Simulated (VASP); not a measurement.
# F (C2/m) in VASP: notebook

F is run at these levels: PBEsol; tasks: single point.

All numbers are computed with VASP 6.6.1; they aren't measurements. Logs are shortened: lines on timing, memory, paths and dates and some standing lists are left out, and cuts for length are marked.

**1. The cell of the first run**

Symmetry: C2/m, No. 12, monoclinic system. Conventional cell: a = 5.914 Å, b = 3.389 Å, c = 7.139 Å, α = 90.00°, β = 112.50°, γ = 90.00°. F (site symmetry m) has 1 F at 1.22 Å within 1.6 Å. F (site symmetry m) has 1 F at 1.33 Å within 1.8 Å.

**2. Single point, PBEsol**

INCAR reads:

```
SYSTEM = F
PREC = Accurate ; ENCUT = 520
EDIFF = 1E-7 ; ISMEAR = 0
SIGMA = 0.05 ; LREAL = .FALSE.
LASPH = .TRUE. ; NELM = 60
ALGO = Normal ; ISIF = 2
LWAVE = .FALSE. ; LCHARG = .FALSE.
GGA = PS ; NBANDS = 22
```

KPOINTS reads:

```
regular mesh
0
G
  4 4 2
  0 0 0
```

POSCAR reads:

```
F
1.0
    2.9484629692     -1.6945827202     -0.2274109001
    2.9484629692      1.6945827202     -0.2274109001
   -2.2170189184      0.0000000000      6.7863396219
F
4
Direct
    0.0848459664      0.0848459664      0.0820156542
    0.9151540336      0.9151540336      0.9179843458
    0.5015719855      0.5015719855      0.5937195244
    0.4984280145      0.4984280145      0.4062804756
```

Potentials or basis: VASP PAW PBE potentials, release 64 (F).

Launch:

```bash
> cat potpaw_PBE.64/F/POTCAR > POTCAR
> mpirun -np 1 vasp_std > vasp.out
```

OUTCAR:

```text
SYSTEM = F
   PREC = Accurate
   ENCUT = 520
   EDIFF = 1E-7
   ISMEAR = 0
   LREAL = .FALSE.
   LASPH = .TRUE.
   NELM = 60
   ISIF = 2
   GGA = PS

 ion  position               nearest neighbor table
   1  0.085  0.085  0.082-   2 1.22
   2  0.915  0.915  0.918-   1 1.22
   3  0.502  0.502  0.594-   4 1.33
   4  0.498  0.498  0.406-   3 1.33

  LATTYP: Found a base centered monoclinic cell.
 ALAT       =     5.9144398207
 B/A-ratio  =     0.5730323654
 C/A-ratio  =     1.2070962569
 COS(beta)  =    -0.3827161857

  Lattice vectors:

 A1 = (   2.9484629692,  -1.6945827202,  -0.2274109001)
 A2 = (   2.9484629692,   1.6945827202,  -0.2274109001)
 A3 = (  -2.2170189184,   0.0000000000,   6.7863396219)

Analysis of symmetry for initial positions (statically):
=====================================================================
 Subroutine PRICEL returns:
 Original cell was already a primitive cell.

 Routine SETGRP: Setting up the symmetry group for a
 base centered monoclinic supercell.

 Subroutine GETGRP returns: Found  4 space group operations
 (whereof  4 operations were pure point group operations)
 out of a pool of  4 trial point group operations.

The static configuration has the point symmetry C_2h.

Analysis of symmetry for dynamics (positions and initial velocities):
=====================================================================
 Subroutine PRICEL returns:
 Original cell was already a primitive cell.

 Routine SETGRP: Setting up the symmetry group for a
 base centered monoclinic supercell.

 Subroutine GETGRP returns: Found  4 space group operations
 (whereof  4 operations were pure point group operations)
 out of a pool of  4 trial point group operations.

The dynamic configuration has the point symmetry C_2h.

 Subroutine INISYM returns: Found  4 space group operations
 (whereof  4 operations are pure point group operations),
 and found     1 'primitive' translations

----------------------------------------------------------------------------------------

                                     Primitive cell

  volume of cell :      66.1060

  direct lattice vectors                    reciprocal lattice vectors
     2.948462969 -1.694582720 -0.227410900     0.173963239 -0.295057889  0.056831785
     2.948462969  1.694582720 -0.227410900     0.173963239  0.295057889  0.056831785
    -2.217018918  0.000000000  6.786339622     0.011659050  0.000000000  0.151163719

  length of vectors
     3.408336866  3.408336866  7.139298169     0.347206305  0.347206305  0.151612675

  position of ions in fractional coordinates (direct lattice)
     0.084845966  0.084845966  0.082015654
     0.915154034  0.915154034  0.917984346
     0.501571986  0.501571986  0.593719524
     0.498428014  0.498428014  0.406280476

  ion indices of the primitive-cell ions
   primitive index   ion index
                 1           1
                 2           2
                 3           3
                 4           4

----------------------------------------------------------------------------------------

 KPOINTS: regular mesh

Automatic generation of k-mesh.
 Grid dimensions read from file:
 generate k-points for:    4    4    2

 Generating k-lattice:

  Cartesian coordinates                     Fractional coordinates (reciprocal lattice)
     0.043490810 -0.073764472  0.014207946     0.250000000 -0.000000000  0.000000000
     0.043490810  0.073764472  0.014207946    -0.000000000  0.250000000  0.000000000
     0.005829525  0.000000000  0.075581859     0.000000000  0.000000000  0.500000000

  Length of vectors
     0.086801576  0.086801576  0.075806338

  Shift w.r.t. Gamma in fractional coordinates (k-lattice)
     0.000000000  0.000000000  0.000000000

 Subroutine IBZKPT returns following result:
 ===========================================

 Found     14 irreducible k-points:

 Following reciprocal coordinates:
            Coordinates               Weight
  0.000000  0.000000  0.000000      1.000000
  0.250000 -0.000000  0.000000      4.000000
  0.500000 -0.000000  0.000000      2.000000
  0.250000  0.250000  0.000000      2.000000
  0.500000  0.250000  0.000000      4.000000
 -0.250000  0.250000  0.000000      2.000000
  0.500000  0.500000  0.000000      1.000000
  0.000000  0.000000  0.500000      1.000000
  0.250000 -0.000000  0.500000      4.000000
  0.500000  0.000000  0.500000      2.000000
  0.250000  0.250000  0.500000      2.000000
  0.500000  0.250000  0.500000      4.000000
 -0.250000  0.250000  0.500000      2.000000
  0.500000  0.500000  0.500000      1.000000
   k-points           NKPTS =     14   k-points in BZ     NKDIM =     14   number of bands    NBANDS=     22
   number of dos      NEDOS =    301   number of ions     NIONS =      4
   total plane-waves  NPLWV =  42336
   dimension x,y,z NGX =    28 NGY =   28 NGZ =   54
   dimension x,y,z NGXF=    56 NGYF=   56 NGZF=  108
   ions per type =               4
   NGX,Y,Z   is equivalent  to a cutoff of  13.66, 13.66, 12.57 a.u.
   NGXF,Y,Z  is equivalent  to a cutoff of  27.31, 27.31, 25.15 a.u.
 SYSTEM =  F
   PREC   = accura    normal or accurate (medium, high low for compatibility)
   ISTART =      0    job   : 0-new  1-cont  2-samecut
   ICHARG =      2    charge: 1-file 2-atom 10-const
   ISPIN  =      1    spin polarized calculation?
   LNONCOLLINEAR =      F non collinear calculations
   LSORBIT =      F    spin-orbit coupling
   LASPH  =      T    aspherical Exc in radial PAW
   ENCUT  =  520.0 eV  38.22 Ry    6.18 a.u.   6.34  6.34 13.27*2*pi/ulx,y,z
   NELM   =     60;   NELMIN=  2; NELMDL= -5     # of ELM steps
   EDIFF  = 0.1E-06   stopping-criterion for ELM
   LREAL  =      F    real-space projection
   EDIFFG = 0.1E-05   stopping-criterion for IOM
   NSW    =      0    number of steps for IOM
   IBRION =     -1    ionic relax: 0-MD 1-quasi-New 2-CG
   NFREE  =      0    steps in history (QN), initial steepest desc. (CG)
   ISIF   =      2    stress and relaxation
   ISYM   =      2    0-nonsym 1-usesym 2-fastsym
   POTIM  = 0.5000    time-step for ionic-motion
   TEBEG  =    0.0;   TEEND  =   0.0 temperature during run
   PSTRESS=    0.0 pullay stress
   NELECT =      28.0000    total number of electrons
   NUPDOWN=      -1.0000    fix difference up-down
   EMIN   =  10.00;   EMAX   =-10.00  energy-range for DOS
   EFERMI =   0.00;   METHOD = LEGACY
   ISMEAR =     0;   SIGMA  =   0.05  broadening in eV -4-tet -1-fermi 0-gaus
   EFERMI_NEDOS =   21; number of points for ismear=-14 and -15
   IALGO  =     38    algorithm
   IMIX   =      4    mixing-type and parameters
     AMIX     =   0.40;   BMIX     =  1.00
     AMIX_MAG =   1.60;   BMIX_MAG =  1.00
  volume/ion in A,a.u.               =      16.53       111.53
  Fermi-wavevector in a.u.,A,eV,Ry     =   1.229459  2.323340 20.566135  1.511568
  Thomas-Fermi vector in A             =   2.364345
   LORBIT       =      0    0 simple, 1 ext, 2 COOP (PROOUT), +10 PAW based schemes
   GGA     = PS    functional components
   LHFCALC =     F    Hartree Fock is set to
   AEXX    =    0.0000 exact exchange contribution
   IVDW    =     0    specifies the selected vdW correction
   LEPSILON=     F    determine dielectric tensor
   LRPA    =     F    only Hartree local field effects (RPA)
 non-spin polarized calculation
 Gauss-broadening in eV      SIGMA  =   0.05
  energy-cutoff  :      520.00
  volume of cell :       66.11
 maximum number of plane-waves:      1786
 NGX is ok and might be reduce to    28
   NGX = 13   NGY = 13   NGZ = 27

 number of electron      27.9999997 magnetization

 Free energy of the ion-electron system (eV)
  ---------------------------------------------------
  ext. energy  EPLUGINS =         0.00000000
  ---------------------------------------------------
  free energy    TOTEN  =        -6.55054582 eV

  energy without entropy =       -6.55054582  energy(sigma->0) =       -6.55054582

 E-fermi :  -4.0150     XC(G=0):  -7.3234

 val. band max:       -4.3042353773   @ k =   0.5000   0.5000   0.0000
 cond. band min:      -0.5755904636   @ k =   0.0000   0.0000   0.0000
 fundamental gap:      3.7286449137
 Fermi energy:        -4.0150072924

 k-point     1 :       0.0000    0.0000    0.0000
  band No.  band energies     occupation
      1     -33.7898      2.00000
      2     -31.2993      2.00000
      3     -23.0695      2.00000
      4     -22.0687      2.00000
      5     -12.5803      2.00000
      6     -11.6397      2.00000
[... 14 lines left out ...]
     21      15.0644      0.00000
     22      15.8234      0.00000

 k-point     2 :       0.2500   -0.0000    0.0000
  band No.  band energies     occupation
      1     -33.7704      2.00000
      2     -31.2753      2.00000
      3     -23.0388      2.00000
      4     -22.0763      2.00000
      5     -12.4712      2.00000
      6     -11.7098      2.00000
[... 14 lines left out ...]
     21      12.6358      0.00000
     22      14.5510      0.00000

 k-point     3 :       0.5000   -0.0000    0.0000
  band No.  band energies     occupation
      1     -33.7509      2.00000
      2     -31.2512      2.00000
      3     -23.0078      2.00000
      4     -22.0841      2.00000
      5     -12.3120      2.00000
      6     -11.8250      2.00000
[... 14 lines left out ...]
     21      11.5757      0.00000
     22      11.8084      0.00000
[... 226 lines left out ...]
 k-point    13 :      -0.2500    0.2500    0.5000
  band No.  band energies     occupation
      1     -33.7509      2.00000
      2     -31.2511      2.00000
      3     -23.0077      2.00000
      4     -22.0839      2.00000
      5     -12.3128      2.00000
      6     -11.8076      2.00000
[... 14 lines left out ...]
     21      11.8137      0.00000
     22      11.9504      0.00000

 k-point    14 :       0.5000    0.5000    0.5000
  band No.  band energies     occupation
      1     -33.7461      2.00000
      2     -31.2465      2.00000
      3     -23.0275      2.00000
      4     -22.1202      2.00000
      5     -12.3274      2.00000
      6     -11.8646      2.00000
[... 14 lines left out ...]
     21      10.1884      0.00000
     22      10.6702      0.00000

------------------------ aborting loop because EDIFF is reached ----------------------------------------

  FORCE on cell =-STRESS in cart. coord.  units (eV):
  Direction    XX          YY          ZZ          XY          YZ          ZX
  --------------------------------------------------------------------------------------
  -------------------------------------------------------------------------------------
  Total        4.9756811     -0.1874491     16.8733230      0.0000000      0.0000000      6.1719143
  in kB      120.5930401     -4.5431091    408.9501032      0.0000000      0.0000000    149.5855321
  external PRESSURE =     175.0000114 kB  Pullay stress =       0.0000000 kB

 VOLUME and BASIS-vectors are now :
 -----------------------------------------------------------------------------
  energy-cutoff  :      520.00
  volume of cell :       66.11
      direct lattice vectors                 reciprocal lattice vectors
     2.948462969 -1.694582720 -0.227410900     0.173963239 -0.295057889  0.056831785
     2.948462969  1.694582720 -0.227410900     0.173963239  0.295057889  0.056831785
    -2.217018918  0.000000000  6.786339622     0.011659050  0.000000000  0.151163719

 POSITION                                       TOTAL-FORCE (eV/Angst)
 -----------------------------------------------------------------------------------
      0.31850      0.00000      0.51800         7.210937      0.000000     11.792430
      3.36141      0.00000      5.81352        -7.210937      0.000000    -11.792430
      1.64145      0.00000      3.80106        -1.168508      0.000000      3.588124
      2.03846      0.00000      2.53046         1.168508      0.000000     -3.588124
 -----------------------------------------------------------------------------------
    total drift:                                0.000000      0.000000     -0.000000

  FREE ENERGIE OF THE ION-ELECTRON SYSTEM (eV)
  ---------------------------------------------------
  free  energy   TOTEN  =        -6.5505458239 eV

  energy  without entropy=       -6.5505458239  energy(sigma->0) =       -6.55054582
```

Run time: 30 s. Hardware: 1 thread of Intel Xeon 6975P-C, shared host; peak memory 0.18 GiB.

What came out:

- Free energy: -6.5505 eV
- Pressure: 17.5 GPa
- Largest force: 13.822 eV/Å
- Band gap on the k mesh: 3.73 eV, indirect (least direct gap 3.79 eV)

Forces in eV/Å, atoms in the order of the input:
```
F     7.211   0.000  11.792
F    -7.211   0.000 -11.792
F    -1.169   0.000   3.588
F     1.169   0.000  -3.588
```

Stress tensor (GPa, compression positive):
```
12.06  0.00 14.96
 0.00 -0.45  0.00
14.96  0.00 40.90
```

Caveat: the k points lie up to 0.55 Å⁻¹ apart; the standard files for N, O and F lose accuracy on very short bonds; the PAW data sets were made with another functional, which shifts forces and pressure a little. PBEsol gaps usually lie below the measured ones, often by a third to a half.

**3. Single point, PBEsol**

INCAR reads:

```
  PREC = Accurate
  ENCUT = 520
  EDIFF = 1E-6
  ISMEAR = 0
  SIGMA = 0.05
  LREAL = False
  LASPH = True
  NELM = 60
  ALGO = Normal
  ISIF = 2
  LWAVE = False
  LCHARG = False
  GGA = PS
  NBANDS = 22
```

KPOINTS reads:

```
regular mesh
0
Gamma
  4 4 2
```

POSCAR, as its differences from that of step 2:

```diff
@@ -8,4 +8,4 @@
 Direct
-    0.0848459664      0.0848459664      0.0820156542
-    0.9151540336      0.9151540336      0.9179843458
+    0.0848459664      0.0848459664      0.0780195948
+    0.9151540336      0.9151540336      0.9219804052
     0.5015719855      0.5015719855      0.5937195244
```

Potentials or basis: VASP PAW PBE potentials, release 64 (F).

Launch:

```bash
> cat potpaw_PBE.64/F/POTCAR > POTCAR
> mpirun -np 1 vasp_std > vasp.out
```

Wall time 26 s (1 thread of Intel Xeon 6975P-C, shared host); peak memory 0.18 GiB.

The run converged. Its results:

```
Free energy            : -5.9642 eV
Pressure               : 21.7 GPa
Largest force          : 18.724 eV/Å
Band gap on the k mesh : 3.53 eV, indirect (least direct gap 3.61 eV)
```

Forces on the atoms (eV/Å):
```
F    10.346   0.000  15.606
F   -10.346   0.000 -15.606
F    -1.173   0.000   3.584
F     1.173   0.000  -3.584
```

Stress tensor (GPa, compression positive):
```
17.34  0.00 21.49
 0.00 -0.46  0.00
21.49  0.00 48.35
```

Levels at points of the mesh, in eV from the valence-band top:
| k point | band 10 | band 11 | band 12 | band 13 | band 14 | band 15 | band 16 | band 17 | band 18 | band 19 |
| --- | --- | --- | --- | --- | --- | --- | --- | --- | --- | --- |
| (0.00, 0.00, 0.00) | -4.98 | -0.97 | -0.84 | -0.27 | -0.07 | 3.53 | 7.52 | 7.82 | 10.36 | 11.90 |
| (0.50, 0.00, 0.00) | -5.09 | -1.11 | -0.98 | -0.34 | -0.15 | 3.72 | 7.67 | 11.90 | 11.93 | 13.73 |
| (0.50, 0.50, 0.00) | -5.12 | -1.02 | -0.88 | -0.13 | 0.00 | 3.67 | 7.58 | 12.09 | 12.35 | 12.69 |
| (0.00, 0.00, 0.50) | -4.97 | -0.98 | -0.84 | -0.27 | -0.07 | 3.56 | 7.02 | 8.79 | 9.37 | 14.31 |
| (0.50, 0.00, 0.50) | -5.10 | -1.16 | -0.96 | -0.32 | -0.10 | 3.68 | 7.72 | 11.68 | 12.72 | 12.93 |
| (0.50, 0.50, 0.50) | -5.12 | -1.07 | -0.85 | -0.17 | -0.02 | 3.70 | 7.61 | 11.91 | 11.96 | 13.79 |

Caveat: the k points lie up to 0.55 Å⁻¹ apart; the standard files for N, O and F lose accuracy on very short bonds; the PAW data sets were made with another functional, which shifts forces and pressure a little. A k mesh can miss the band edges.

**4. Single point, PBEsol**

INCAR reads:

```
ALGO = Normal
EDIFF = 1E-7
ENCUT = 520
GGA = PS
ISIF = 2
ISMEAR = 0
LASPH = T
LCHARG = T
LELF = T
LREAL = F
LVHAR = T
LWAVE = F
NBANDS = 22
NELM = 100
PREC = Accurate
SIGMA = 0.05
```

KPOINTS reads:

```
k-points
0
Gamma
  4 4 2
```

POSCAR, as its differences from that of step 3:

```diff
@@ -8,4 +8,4 @@
 Direct
-    0.0848459664      0.0848459664      0.0780195948
-    0.9151540336      0.9151540336      0.9219804052
+    0.0848459664      0.0848459664      0.0940038325
+    0.9151540336      0.9151540336      0.9059961675
     0.5015719855      0.5015719855      0.5937195244
```

Launch:

```bash
> cat potpaw_PBE.64/F/POTCAR > POTCAR
> mpirun -np 1 vasp_std > vasp.out
```

It took 30 s on 1 thread of Intel Xeon 6975P-C, shared host; peak memory 0.18 GiB.

It converged, with:

* Free energy: -7.5107 eV
* Pressure: 8.0 GPa
* Largest force: 3.781 eV/Å
* Band gap on the k mesh: 3.80 eV, indirect (least direct gap 3.93 eV)

Forces in eV/Å, atoms in the order of the input:
```
F    1.657  0.000  3.374
F   -1.657  0.000 -3.374
F   -1.147  0.000  3.602
F    1.147  0.000 -3.602
```

Stress tensor (GPa, compression positive):
```
 3.20  0.00  1.52
 0.00 -0.41  0.00
 1.52  0.00 21.20
```

Levels at points of the mesh, in eV from the valence-band top:
```csv
k point,band 11,band 12,band 13,band 14,band 15,band 16,band 17,band 18
"(0.00, 0.00, 0.00)",-0.43,-0.21,-0.16,-0.13,3.80,4.81,8.57,10.99
"(0.50, 0.00, 0.00)",-0.48,-0.42,-0.36,-0.25,4.36,4.45,12.70,12.87
"(0.50, 0.50, 0.00)",-0.44,-0.37,-0.26,0.00,4.30,4.43,12.86,13.34
"(0.00, 0.00, 0.50)",-0.37,-0.25,-0.21,-0.13,4.21,4.30,9.52,9.53
"(0.50, 0.00, 0.50)",-0.65,-0.44,-0.27,-0.09,4.14,4.64,12.63,13.51
"(0.50, 0.50, 0.50)",-0.47,-0.36,-0.22,-0.14,4.35,4.44,12.61,12.82
```

Caveat: the k points lie up to 0.55 Å⁻¹ apart; the PAW data sets were made with another functional, which shifts forces and pressure a little. As with any semilocal functional, this PBEsol gap is likely too small.
